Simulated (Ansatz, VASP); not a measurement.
# One calculation of Ta3H, two programs

INCAR

```
ALGO = Normal ; DIPOL = 0.5 0.5 0.316
EDIFF = 1E-6 ; ENCUT = 520
IDIPOL = 3 ; ISIF = 2
ISMEAR = 0 ; LASPH = T
LCHARG = T ; LDIPOL = T
LELF = T ; LREAL = F
LVACPOTAV = T ; LVHAR = T
LWAVE = F ; NBANDS = 44
NELM = 60 ; PREC = Accurate
SIGMA = 0.1
```

KPOINTS

```
k-points
0
Gamma
  6 6 1
```

POSCAR

```
Ta3H
1.0
    4.6002247492      0.0000000000      0.0000000000
   -2.3001123746      3.9839114959      0.0000000000
    0.0000000000      0.0000000000     22.4017722044
Ta H
6 2
Direct
    0.6666666667      0.3333333333      0.1785573018
    0.3333333333      0.6666666667      0.2204743848
    0.0000000000      0.0000000000      0.2623914678
    0.6666666667      0.3333333333      0.3016814391
    0.3333333333      0.6666666667      0.3385386112
    0.0000000000      0.0000000000      0.3750494438
    0.0453039278      0.6666666667      0.4237063085
    0.6213627389      0.6666666667      0.4237063085
```

Input for Ansatz:

```yaml
crystal:
  lattice:
    - [4.6002247492, 0.0, 0.0]
    - [-2.3001123746, 3.9839114959, 0.0]
    - [0.0, 0.0, 22.4017722044]
  atoms:
    - { symbol: Ta, position: [0.6666666667, 0.3333333333, 0.1785573018] }
    - { symbol: Ta, position: [0.3333333333, 0.6666666667, 0.2204743848] }
    - { symbol: Ta, position: [0.0, 0.0, 0.2623914678] }
    - { symbol: Ta, position: [0.6666666667, 0.3333333333, 0.3016814391] }
    - { symbol: Ta, position: [0.3333333333, 0.6666666667, 0.3385386112] }
    - { symbol: Ta, position: [0.0, 0.0, 0.3750494438] }
    - { symbol: H, position: [0.0453039278, 0.6666666667, 0.4237063085] }
    - { symbol: H, position: [0.6213627389, 0.6666666667, 0.4237063085] }
basis:
  ecutwfc: 420
kpoints:
  mp_grid: { grid: [6, 6, 1] }
hamiltonian:
  xc: lda
  pseudopotentials: { kind: paw, azcp: { folder: soft_1 } }
scf:
  occupations: { method: gaussian, width: 0.1 }
output:
  forces: true
  eigenvalues: true
  write_density: true
  write_potential: true
  elf: true
  volumetric_format: npy
efield:
  axis: 3
  dipole_correction: true
  ramp_width: 0.04
```

Alike in both runs: task single point; functional LDA; k mesh 6 × 6 × 1; occupations gaussian, width 0.1 eV; no spin polarisation.

```csv
,VASP,Ansatz
version,VASP 6.6.1,Ansatz 0.2.0
potentials or method,"VASP PAW LDA potentials, release 64 (Ta_pv, H), cutoff 520 eV","scalar-relativistic, plane waves, PAW"
valence electrons in the cell,68,80
```

```csv
,VASP,Ansatz,Ansatz less VASP
gap on the k mesh at the Fermi level (eV),none,none,-
rms of the force components (eV/Å),1.030,1.022,-0.0077
"work function, face that differs most (eV)",4.99,4.98,-0.005
```

Ansatz warns that its potentials were made for another functional, while VASP's fit it. LDA's correlation is that of Perdew and Zunger in VASP and of Perdew and Wang (1992) in Ansatz. Atom by atom the forces differ by 0.024 eV/Å (rms over components). A gap of «none» marks a metal or a gap that the smearing closes. VASP's potentials hold 68 valence electrons a cell and Ansatz's 80, so a difference there can come from the potentials and not from the codes. Ansatz's warnings: xc potential rough in thin density.

Neither program's run includes spin-orbit coupling.
